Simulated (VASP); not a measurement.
# InSbO4 (P6/mmm) in VASP: relaxation of cell and atoms with PBE

Aim: the relaxation of cell and atoms of InSbO4 with PBE.

All numbers are computed with VASP 6.6.1; they aren't measurements. Logs are shortened: lines on timing, memory, paths and dates and some standing lists are left out, and cuts for length are marked.

## Step 1: The cell of the first run

It takes space group P6/mmm (No. 191, hexagonal). The conventional cell has a = 4.595 Å, b = 4.595 Å, c = 5.505 Å, α = 90.00°, β = 90.00°, γ = 120.00°. In (site symmetry 6/mmm) has 6 O at 2.65 Å and 2 Sb at 2.75 Å within 3.5 Å. Sb (site symmetry 6/mmm) has 6 O at 2.65 Å and 2 In at 2.75 Å within 3.5 Å. Within 3.5 Å of O (site symmetry -6m2) lie 3 In at 2.65 Å and 5 O at 2.65 to 2.75 Å. O (site symmetry -6m2) has 3 Sb at 2.65 Å and 5 O at 2.65 to 2.75 Å within 3.5 Å.

The cell was generated, and may not be a known phase.

## Step 2: Relaxation of cell and atoms, PBE

The input, INCAR:

```
  PREC = Accurate
  ENCUT = 700
  EDIFF = 1E-7
  ISMEAR = 0
  SIGMA = 0.1
  LREAL = F
  LASPH = T
  NELM = 120
  ALGO = Normal
  ISIF = 3
  LWAVE = F
  LCHARG = F
  GGA = PE
  IBRION = 2
  NSW = 90
  EDIFFG = -0.04
  GGA_COMPAT = F
  NELMIN = 4
```

The input, KPOINTS:

```
Automatic mesh
0
Gamma
  6 6 4
```

The input, POSCAR:

```
InSbO4
1.0
    4.5945144800      0.0000000000      0.0000000000
   -2.2972572400      3.9789662600      0.0000000000
    0.0000000000      0.0000000000      5.5046368400
In Sb O
1 1 4
Direct
    0.0000000000      0.0000000000      0.5000000000
    0.0000000000      0.0000000000      0.0000000000
    0.3333333300      0.6666666700      0.5000000000
    0.6666666700      0.3333333300      0.5000000000
    0.3333333300      0.6666666700      0.0000000000
    0.6666666700      0.3333333300      0.0000000000
```

Potentials or basis: VASP PAW PBE potentials, release 64 (In_d, Sb_d_GW, O).

Launch:

```
$ cat potpaw_PBE.64/In_d/POTCAR potpaw_PBE.64/Sb_d_GW/POTCAR potpaw_PBE.64/O/POTCAR > POTCAR
$ mpirun -np 1 vasp_std > vasp.out
```

OUTCAR:

```text
PREC = Accurate
   ENCUT = 700
   EDIFF = 1E-7
   ISMEAR = 0
   LREAL = F
   LASPH = T
   NELM = 120
   ISIF = 3
   GGA = PE
   IBRION = 2
   NSW = 90
   EDIFFG = -0.04
   NELMIN = 4

 ion  position               nearest neighbor table
   1  0.000  0.000  0.500-   3 2.65   4 2.65   4 2.65   3 2.65   4 2.65   3 2.65   2 2.75   2 2.75

   2  0.000  0.000  0.000-   5 2.65   6 2.65   6 2.65   5 2.65   6 2.65   5 2.65   1 2.75   1 2.75

   3  0.333  0.667  0.500-   1 2.65   1 2.65   1 2.65
   4  0.667  0.333  0.500-   1 2.65   1 2.65   1 2.65
   5  0.333  0.667  0.000-   2 2.65   2 2.65   2 2.65
   6  0.667  0.333  0.000-   2 2.65   2 2.65   2 2.65

  LATTYP: Found a hexagonal cell.
 ALAT       =     4.5945144800
 C/A-ratio  =     1.1980889088

  Lattice vectors:

 A1 = (   4.5945144800,   0.0000000000,   0.0000000000)
 A2 = (  -2.2972572400,   3.9789662600,   0.0000000000)
 A3 = (   0.0000000000,   0.0000000000,   5.5046368400)

Analysis of symmetry for initial positions (statically):
=====================================================================
 Subroutine PRICEL returns:
 Original cell was already a primitive cell.

 Routine SETGRP: Setting up the symmetry group for a
 hexagonal supercell.

 Subroutine GETGRP returns: Found 24 space group operations
 (whereof 24 operations were pure point group operations)
 out of a pool of 24 trial point group operations.

The static configuration has the point symmetry D_6h.

Analysis of symmetry for dynamics (positions and initial velocities):
=====================================================================
 Subroutine PRICEL returns:
 Original cell was already a primitive cell.

 Routine SETGRP: Setting up the symmetry group for a
 hexagonal supercell.

 Subroutine GETGRP returns: Found 24 space group operations
 (whereof 24 operations were pure point group operations)
 out of a pool of 24 trial point group operations.

The dynamic configuration has the point symmetry D_6h.

 Subroutine INISYM returns: Found 24 space group operations
 (whereof 24 operations are pure point group operations),
 and found     1 'primitive' translations

----------------------------------------------------------------------------------------

                                     Primitive cell

  volume of cell :     100.6326

  direct lattice vectors                    reciprocal lattice vectors
     4.594514480  0.000000000  0.000000000     0.217650854  0.125660779  0.000000000
    -2.297257240  3.978966260  0.000000000     0.000000000  0.251321558  0.000000000
     0.000000000  0.000000000  5.504636840     0.000000000  0.000000000  0.181665027

  length of vectors
     4.594514480  4.594514482  5.504636840     0.251321558  0.251321558  0.181665027

  position of ions in fractional coordinates (direct lattice)
     0.000000000  0.000000000  0.500000000
     0.000000000  0.000000000  0.000000000
     0.333333330  0.666666670  0.500000000
     0.666666670  0.333333330  0.500000000
     0.333333330  0.666666670  0.000000000
     0.666666670  0.333333330  0.000000000

  ion indices of the primitive-cell ions
   primitive index   ion index
                 1           1
                 2           2
                 3           3
                 4           4
                 5           5
                 6           6

----------------------------------------------------------------------------------------

 KPOINTS: Automatic mesh

Automatic generation of k-mesh.
 Grid dimensions read from file:
 generate k-points for:    6    6    4

 Generating k-lattice:

  Cartesian coordinates                     Fractional coordinates (reciprocal lattice)
     0.036275142  0.020943463  0.000000000     0.166666667  0.000000000  0.000000000
     0.000000000  0.041886926  0.000000000     0.000000000  0.166666667  0.000000000
     0.000000000  0.000000000  0.045416257     0.000000000  0.000000000  0.250000000

  Length of vectors
     0.041886926  0.041886926  0.045416257

  Shift w.r.t. Gamma in fractional coordinates (k-lattice)
     0.000000000  0.000000000  0.000000000

 Subroutine IBZKPT returns following result:
 ===========================================

 Found     21 irreducible k-points:

 Following reciprocal coordinates:
            Coordinates               Weight
  0.000000  0.000000  0.000000      1.000000
  0.166667 -0.000000  0.000000      6.000000
  0.333333  0.000000  0.000000      6.000000
  0.500000  0.000000  0.000000      3.000000
  0.166667  0.166667  0.000000      6.000000
  0.333333  0.166667  0.000000     12.000000
[... 13 lines left out ...]
  0.333333  0.166667  0.500000     12.000000
  0.333333  0.333333  0.500000      2.000000
   k-points           NKPTS =     21   k-points in BZ     NKDIM =     21   number of bands    NBANDS=     31
   number of dos      NEDOS =    301   number of ions     NIONS =      6
   total plane-waves  NPLWV =  76800
   dimension x,y,z NGX =    40 NGY =   40 NGZ =   48
   dimension x,y,z NGXF=    80 NGYF=   80 NGZF=   96
   ions per type =               1   1   4
   NGX,Y,Z   is equivalent  to a cutoff of  14.47, 14.47, 14.50 a.u.
   NGXF,Y,Z  is equivalent  to a cutoff of  28.95, 28.95, 28.99 a.u.
 SYSTEM =  unknown system
   PREC   = accura    normal or accurate (medium, high low for compatibility)
   ISTART =      0    job   : 0-new  1-cont  2-samecut
   ICHARG =      2    charge: 1-file 2-atom 10-const
   ISPIN  =      1    spin polarized calculation?
   LNONCOLLINEAR =      F non collinear calculations
   LSORBIT =      F    spin-orbit coupling
   LASPH  =      T    aspherical Exc in radial PAW
   ENCUT  =  700.0 eV  51.45 Ry    7.17 a.u.   9.91  9.91 11.88*2*pi/ulx,y,z
   NELM   =    120;   NELMIN=  4; NELMDL= -5     # of ELM steps
   EDIFF  = 0.1E-06   stopping-criterion for ELM
   LREAL  =      F    real-space projection
   EDIFFG = -.4E-01   stopping-criterion for IOM
   NSW    =     90    number of steps for IOM
   IBRION =      2    ionic relax: 0-MD 1-quasi-New 2-CG
   NFREE  =      1    steps in history (QN), initial steepest desc. (CG)
   ISIF   =      3    stress and relaxation
   ISYM   =      2    0-nonsym 1-usesym 2-fastsym
   POTIM  = 0.5000    time-step for ionic-motion
   TEBEG  =    0.0;   TEEND  =   0.0 temperature during run
   PSTRESS=    0.0 pullay stress
   NELECT =      52.0000    total number of electrons
   NUPDOWN=      -1.0000    fix difference up-down
   EMIN   =  10.00;   EMAX   =-10.00  energy-range for DOS
   EFERMI =   0.00;   METHOD = LEGACY
   ISMEAR =     0;   SIGMA  =   0.10  broadening in eV -4-tet -1-fermi 0-gaus
   EFERMI_NEDOS =   21; number of points for ismear=-14 and -15
   IALGO  =     38    algorithm
   IMIX   =      4    mixing-type and parameters
     AMIX     =   0.40;   BMIX     =  1.00
     AMIX_MAG =   1.60;   BMIX_MAG =  1.00
  volume/ion in A,a.u.               =      16.77       113.18
  Fermi-wavevector in a.u.,A,eV,Ry     =   1.313701  2.482534 23.481064  1.725810
  Thomas-Fermi vector in A             =   2.444005
   LORBIT       =      0    0 simple, 1 ext, 2 COOP (PROOUT), +10 PAW based schemes
   GGA     = PE    functional components
   LHFCALC =     F    Hartree Fock is set to
   AEXX    =    0.0000 exact exchange contribution
   IVDW    =     0    specifies the selected vdW correction
   LEPSILON=     F    determine dielectric tensor
   LRPA    =     F    only Hartree local field effects (RPA)
 conjugate gradient relaxation of ions
 non-spin polarized calculation
 Gauss-broadening in eV      SIGMA  =   0.10
  energy-cutoff  :      700.00
  volume of cell :      100.63
 maximum number of plane-waves:      4254
 NGX is ok and might be reduce to    40
   NGX = 19   NGY = 19   NGZ = 23

--------------------------------------- Ionic step        1  -------------------------------------------

 number of electron      51.9999986 magnetization

 Free energy of the ion-electron system (eV)
  ---------------------------------------------------
  ext. energy  EPLUGINS =         0.00000000
  ---------------------------------------------------
  free energy    TOTEN  =       -22.99761188 eV

  energy without entropy =      -22.93034539  energy(sigma->0) =      -22.96397863

 E-fermi :   1.8922     XC(G=0):  -9.9056

 val. band max:        1.8749984005   @ k =   0.1667  -0.0000   0.2500
 cond. band min:       1.9003505748   @ k =   0.3333   0.3333   0.2500
 fundamental gap:      0.0253521743
 Fermi energy:         1.8922411806

 k-point     1 :       0.0000    0.0000    0.0000
  band No.  band energies     occupation
      1     -26.8185      2.00000
      2     -26.8185      2.00000
      3     -26.7281      2.00000
      4     -26.7281      2.00000
      5     -26.7154      2.00000
      6     -14.8232      2.00000
[... 816 lines left out ...]
  FREE ENERGIE OF THE ION-ELECTRON SYSTEM (eV)
  ---------------------------------------------------
  free  energy   TOTEN  =       -26.0031209994 eV

  energy  without entropy=      -25.9764988859  energy(sigma->0) =      -25.98980994

[... ionic steps 4 to 8 ...]

--------------------------------------- Ionic step        9  -------------------------------------------

 number of electron      51.9999972 magnetization

------------------------ aborting loop because EDIFF is reached ----------------------------------------

  FORCE on cell =-STRESS in cart. coord.  units (eV):
  Direction    XX          YY          ZZ          XY          YZ          ZX
  --------------------------------------------------------------------------------------
  -------------------------------------------------------------------------------------
  Total        0.9674977      0.9674977      0.2985169      0.0000000      0.0000000      0.0000000
  in kB       17.0548712     17.0548712      5.2622006      0.0000000      0.0000000      0.0000000
  external PRESSURE =      13.1239810 kB  Pullay stress =       0.0000000 kB
[... 25 lines left out ...]
  energy  without entropy=      -27.1121680329  energy(sigma->0) =      -27.12473602

--------------------------------------- Ionic step       10  -------------------------------------------

 number of electron      51.9999977 magnetization

 E-fermi :   3.7805     XC(G=0): -10.0545

 val. band max:        3.7744421543   @ k =   0.3333   0.0000   0.0000
 cond. band min:       3.8001958881   @ k =   0.0000   0.0000   0.2500
 fundamental gap:      0.0257537338
 Fermi energy:         3.7805069205

 k-point     1 :       0.0000    0.0000    0.0000
  band No.  band energies     occupation
      1     -25.6931      2.00000
      2     -25.5842      2.00000
      3     -25.5842      2.00000
      4     -25.4773      2.00000
      5     -25.4773      2.00000
      6     -15.7481      2.00000
[... 740 lines left out ...]
  energy  without entropy=      -27.1123546151  energy(sigma->0) =      -27.12495824

--------------------------------------- Ionic step       11  -------------------------------------------

 number of electron      51.9999965 magnetization

 Free energy of the ion-electron system (eV)
  ---------------------------------------------------
  ext. energy  EPLUGINS =         0.00000000
  ---------------------------------------------------
  free energy    TOTEN  =       -27.14392443 eV

  energy without entropy =      -27.11631423  energy(sigma->0) =      -27.13011933

 E-fermi :   3.5943     XC(G=0):  -9.9251

 val. band max:        3.5839907093   @ k =   0.3333   0.0000   0.0000
 cond. band min:       3.6274258395   @ k =   0.3333   0.1667   0.5000
 fundamental gap:      0.0434351302
 Fermi energy:         3.5943442142

 k-point     1 :       0.0000    0.0000    0.0000
  band No.  band energies     occupation
      1     -25.9067      2.00000
      2     -25.7994      2.00000
      3     -25.7994      2.00000
      4     -25.6837      2.00000
      5     -25.6837      2.00000
      6     -15.8638      2.00000
[... 736 lines left out ...]
  FREE ENERGIE OF THE ION-ELECTRON SYSTEM (eV)
  ---------------------------------------------------
  free  energy   TOTEN  =       -27.1439244286 eV

  energy  without entropy=      -27.1163142272  energy(sigma->0) =      -27.13011933

 reached required accuracy - stopping structural energy minimisation
```

It took 15 min on 1 thread of Intel Xeon Platinum 8559C (Emerald Rapids), shared host; peak memory 0.37 GiB.

Results:

```yaml
Free_energy: -27.1439 eV
Relaxed_volume: 15.47 Å³/atom
Relaxed_cell: a = 3.878 Å, b = 3.878 Å, c = 7.125 Å, α = 90.00°, β = 90.00°, γ = 120.00°
Space_group_after_relaxing_to_0.1_Å: P6/mmm (No. 191)
Energy_gained_by_relaxing: 691.1 meV/atom
Ionic_steps: 11
Pressure_after_relaxing: 0.1 GPa
Band_gap_on_the_k_mesh: zero (bands 26 and 27 overlap by 0.77 eV)
```

Stress tensor (GPa, compression positive):
```
0.06 0.00 0.00
0.00 0.06 0.00
0.00 0.00 0.17
```

The path:
```
step  energy change (eV)  largest force (eV/Å)  pressure (GPa)  volume (Å³)
   1              0.0000                0.0000          -15.24       100.63
   2             -2.7404                0.0000           -2.00        78.73
   3             -3.0055                0.0000            8.84        72.74
   4             -3.4719                0.0000           18.57        73.62
   5             -3.5043                0.0000           15.91        73.53
   6             -4.0445                0.0000           -0.36        85.43
   7             -4.0504                0.0000           -2.29        87.84
   8             -4.1293                0.0000           -0.13        89.76
   9             -4.1397                0.0000            1.31        90.89
  10             -4.1399                0.0000            1.16        90.76
  11             -4.1463                0.0000            0.10        92.80
```

Final structure:
```cif
data_structure
_symmetry_space_group_name_H-M 'P 1'
_symmetry_Int_Tables_number 1
_cell_length_a 3.8780
_cell_length_b 3.8780
_cell_length_c 7.1252
_cell_angle_alpha 90.000
_cell_angle_beta 90.000
_cell_angle_gamma 120.000
_cell_volume 92.80
loop_
_atom_site_label
_atom_site_type_symbol
_atom_site_fract_x
_atom_site_fract_y
_atom_site_fract_z
_atom_site_occupancy
In1 In 0.00000 0.00000 0.50000 1
Sb1 Sb 0.00000 0.00000 0.00000 1
O1 O 0.33333 0.66667 0.50000 1
O2 O 0.66667 0.33333 0.50000 1
O3 O 0.33333 0.66667 0.00000 1
O4 O 0.66667 0.33333 0.00000 1
```

Caveat: a cell axis changed by over 15 % at a fixed basis, so the end point is rough; spin-orbit coupling is left out, which moves the levels of the heavy elements.

The gap in the log of VASP goes by the Fermi energy; the results here count the filled bands.